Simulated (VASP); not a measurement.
# B (I4_1/amd) in VASP: further runs, part 2 of 2

VASP 6.6.1.

## 3. Single point, PBE (6.39 Å³/atom)

INCAR

```
SYSTEM = B
PREC = Accurate
ENCUT = 520
EDIFF = 1E-6
ISMEAR = -1
SIGMA = 0.05
LREAL = .FALSE.
LASPH = .TRUE.
NELM = 60
ALGO = Normal
ISIF = 2
LWAVE = .FALSE.
LCHARG = .FALSE.
GGA = PE
NBANDS = 10
```

KPOINTS

```
regular mesh
0
G
  21 21 21
  0 0 0
```

POSCAR

```
B
1.0
   -2.0132566830      2.0132566830      0.7884444633
    2.0132566830     -2.0132566830      0.7884444633
    2.0132566830      2.0132566830     -0.7884444633
B
2
Direct
   -0.3750000000     -0.1250000000     -0.2500000000
    0.3750000000      0.1250000000      0.2500000000
```

Potentials or basis: VASP PAW PBE potentials, release 64 (B).

Run with:

```console
$ cat potpaw_PBE.64/B/POTCAR > POTCAR
$ mpirun -np 1 vasp_std > vasp.out
```

Run time: 32 s. Hardware: 1 thread of Intel Xeon 6975P-C (Granite Rapids), shared host; peak memory 0.19 GiB.

Results (log left out):

- Free energy: -11.2625 eV
- Pressure: 27.7 GPa
- Band gap on the k mesh: zero (bands 3 and 4 overlap by 13.40 eV)

Levels at points of the mesh, in eV from the Fermi level:
```csv
k point,band 1,band 2,band 3,band 4,band 5,band 6
"(0.00, 0.00, 0.00)",-17.52,-5.24,-5.24,-1.23,4.88,7.83
```

Caveat: the cell stands under pressure.

## 4. Single point, PBE (7.19 Å³/atom)

This run uses another cell than the first one, of 7.19 Å³/atom.

INCAR

```
SYSTEM = B
PREC     = Accurate       ! precision mode
ENCUT    = 520            ! plane-wave cutoff, eV
EDIFF    = 1E-6           ! SCF threshold, eV
ISMEAR   = -1             ! smearing method
SIGMA    = 0.05           ! smearing width, eV
LREAL    = .FALSE.        ! projectors in reciprocal space
LASPH    = .TRUE.         ! aspherical terms in the spheres
NELM     = 100            ! most SCF steps
ALGO     = Normal         ! electronic algorithm
ISIF     = 2              ! what is computed and relaxed
LWAVE    = .FALSE.        ! write WAVECAR
LCHARG   = .FALSE.        ! write CHGCAR
GGA      = PE             ! functional
NBANDS   = 10             ! bands
```

KPOINTS is that of step 3.

POSCAR

```
B
1.0
   -2.1256046940      2.1256046940      0.7957138697
    2.1256046940     -2.1256046940      0.7957138697
    2.1256046940      2.1256046940     -0.7957138697
B
2
Direct
   -0.3750000000     -0.1250000000     -0.2500000000
    0.3750000000      0.1250000000      0.2500000000
```

Run with:

```console
$ cat potpaw_PBE.64/B/POTCAR > POTCAR
$ mpirun -np 1 vasp_std > vasp.out
```

It took 32 s on 1 thread of Intel Xeon 6975P-C (Granite Rapids), shared host; peak memory 0.2 GiB.

It converged, with:

```
Free energy            : -11.4387 eV
Pressure               : 9.1 GPa
Band gap on the k mesh : zero (bands 3 and 4 overlap by 13.31 eV)
```

Levels at points of the mesh, in eV from the Fermi level:
```csv
k point,band 1,band 2,band 3,band 4,band 5,band 6,band 7,band 8
"(0.00, 0.00, 0.00)",-16.08,-4.78,-4.78,-2.46,5.00,6.55,6.55,16.70
```

Caveat: the cell stands under pressure.

## 5. Single point, PBEsol, collinear spin

INCAR

```
SYSTEM = B
  PREC = Accurate
  ENCUT = 520
  EDIFF = 1E-6
  ISMEAR = -1
  SIGMA = 0.05
  LREAL = .False.
  LASPH = .True.
  NELM = 150
  ALGO = Normal
  ISIF = 2
  LWAVE = .False.
  LCHARG = .False.
  ISPIN = 2
  MAGMOM = 0.2 0.2
  LORBIT = 11
  GGA = PS
  NBANDS = 14
```

KPOINTS

```
Automatic mesh
0
Gamma
  21 21 21
  0 0 0
```

POSCAR

```
B
1.0
   -2.0132566830      2.0132566830      0.7884444633
    2.0132566830     -2.0132566830      0.7884444633
    2.0132566830      2.0132566830     -0.7884444633
B
2
Direct
   -0.3750000000     -0.1250000000     -0.2500000000
    0.3750000000      0.1250000000      0.2500000000
```

Potentials or basis: VASP PAW PBE potentials, release 64 (B).

Run with:

```console
$ cat potpaw_PBE.64/B/POTCAR > POTCAR
$ mpirun -np 1 vasp_std > vasp.out
```

OUTCAR:

```text
SYSTEM = B
   PREC = Accurate
   ENCUT = 520
   EDIFF = 1E-6
   ISMEAR = -1
   LREAL = .False.
   LASPH = .True.
   NELM = 150
   ISIF = 2
   ISPIN = 2
   LORBIT = 11
   GGA = PS

 ion  position               nearest neighbor table
   1  0.625  0.875  0.750-   2 2.05   2 2.05   2 2.05   2 2.05
   2  0.375  0.125  0.250-   1 2.05   1 2.05   1 2.05   1 2.05

  LATTYP: Found a body centered tetragonal cell.
 ALAT       =     4.0265133660
 C/A-ratio  =     0.3916263981

  Lattice vectors:

 A1 = (  -2.0132566830,   2.0132566830,   0.7884444633)
 A2 = (   2.0132566830,  -2.0132566830,   0.7884444633)
 A3 = (   2.0132566830,   2.0132566830,  -0.7884444633)

Analysis of symmetry for initial positions (statically):
=====================================================================
 Subroutine PRICEL returns:
 Original cell was already a primitive cell.

 Routine SETGRP: Setting up the symmetry group for a
 body centered tetragonal supercell.

[... 1007 lines left out ...]
      9      24.8515      0.00000
     10      29.8880      0.00000
     11      31.0051      0.00000
     12      36.6897      0.00000
     13      39.7492      0.00000
     14      46.5253      0.00000

 [... further k-points ...]

------------------------ aborting loop because EDIFF is reached ----------------------------------------

  FORCE on cell =-STRESS in cart. coord.  units (eV):
  Direction    XX          YY          ZZ          XY          YZ          ZX
  --------------------------------------------------------------------------------------
  -------------------------------------------------------------------------------------
  Total        1.8154458      1.8154458      2.2888725     -0.0000000      0.0000000     -0.0000000
  in kB      227.5435151    227.5435151    286.8816597     -0.0000000      0.0000000     -0.0000000
  external PRESSURE =     247.3228966 kB  Pullay stress =       0.0000000 kB

 VOLUME and BASIS-vectors are now :
 -----------------------------------------------------------------------------
  energy-cutoff  :      520.00
  volume of cell :       12.78
      direct lattice vectors                 reciprocal lattice vectors
    -2.013256683  2.013256683  0.788444463     0.000000000  0.248353826  0.634160075
     2.013256683 -2.013256683  0.788444463     0.248353826  0.000000000  0.634160075
     2.013256683  2.013256683 -0.788444463     0.248353826  0.248353826  0.000000000

 POSITION                                       TOTAL-FORCE (eV/Angst)
 -----------------------------------------------------------------------------------
      2.01326      1.00663      0.59133        -0.000000      0.000000     -0.000000
      0.00000      1.00663      0.19711         0.000000     -0.000000      0.000000
 -----------------------------------------------------------------------------------
    total drift:                               -0.000000      0.000000      0.000000

  FREE ENERGIE OF THE ION-ELECTRON SYSTEM (eV)
  ---------------------------------------------------
  free  energy   TOTEN  =       -11.9903150263 eV

  energy  without entropy=      -11.9873046012  energy(sigma->0) =      -11.98880981

 total charge

# of ion       s       p       d       tot
------------------------------------------
    1        0.726   1.271   0.000   1.997
    2        0.726   1.271   0.000   1.997
--------------------------------------------------
tot          1.452   2.541   0.000   3.993

 magnetization (x)

# of ion       s       p       d       tot
------------------------------------------
    1        0.000   0.000   0.000   0.000
    2        0.000   0.000   0.000   0.000
--------------------------------------------------
tot          0.000   0.000   0.000   0.000
```

It took 100 s on 1 thread of Intel Xeon 6975P-C (Granite Rapids), shared host; peak memory 0.29 GiB.

Results:

| Property | Result |
| --- | --- |
| Free energy | -11.9903 eV |
| Pressure | 24.7 GPa |
| Band gap on the k mesh | zero (filled and empty bands overlap) |
| Net moment | 0.00 μB per cell |
| Valence electrons inside the program's atomic spheres | B 2.00 |

Caveat: the cell stands under pressure; the PAW data sets were made with another functional, which shifts forces and pressure a little.

## 6. The runs side by side

| level | spin | cell | gap on the mesh (eV) | pressure (GPa) |
| --- | --- | --- | --- | --- |
| PBE | off | a = 2.954 Å, angles 94.1, 94.1, 149.0°, 2 atoms | none | 27.7 |
| PBE | off | a = 3.110 Å, angles 93.8, 93.8, 150.3°, 2 atoms | none | 9.1 |
| PBEsol | collinear | a = 2.954 Å, angles 94.1, 94.1, 149.0°, 2 atoms | none | 24.7 |

Alike in all rows: task single point; potentials or basis VASP PAW PBE potentials, release 64 (B); k mesh 21 × 21 × 21; cutoff (eV) 520; smearing fermi-dirac 0.05 eV.

Caveats: the cell stands under pressure; the PAW data sets were made with another functional, which shifts forces and pressure a little (at least some runs).

Absolute energies hang on the potentials; compare differences alone.
